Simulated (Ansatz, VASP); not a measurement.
## GdO in VASP and in Ansatz

```xyz
2
Lattice="0.0000 2.6809 2.6809 2.6809 0.0000 2.6809 2.6809 2.6809 0.0000" Properties=species:S:1:pos:R:3 pbc="T T T"
Gd    0.0000    0.0000    0.0000
O     1.3404    1.3404    1.3404
```

Alike in both runs: task single point; functional BLYP; dispersion D3(BJ); k mesh 8 × 8 × 8; occupations gaussian, width 0.05 eV; collinear spin; Hubbard terms Gd f U = 6.0 eV.

```csv
,VASP,Ansatz
version,VASP 6.6.1,Ansatz 0.2.0
potentials or method,"VASP PAW PBE potentials, release 64 (Gd, O), cutoff 520 eV","scalar-relativistic, plane waves, PAW"
valence electrons in the cell,24,24
```

Ansatz gave:

| Quantity | Value |
| --- | --- |
| gap on the k mesh at the Fermi level (eV) | none |
| pressure (GPa) | 0.0 |
| net moment per atom (μB) | 3.95 |
| size of the moment on the site where the two differ most (μB) | 7.01 |

Task: What did VASP give for the same quantities?

Result: gap on the k mesh at the Fermi level (eV): none; pressure (GPa): 0.2; net moment per atom (μB): 3.95; size of the moment on the site where the two differ most (μB): 7.08.

VASP's potentials were made for PBE, not for BLYP. Site moments also hang on the region over which each program counts them. The programs project onto different local orbitals, so the same U acts differently, and such runs can settle in different states. A gap of «none» marks a metal or a gap that the smearing closes. Ansatz's warnings: filled band counts differ across k points.

Spin-orbit coupling is off throughout.
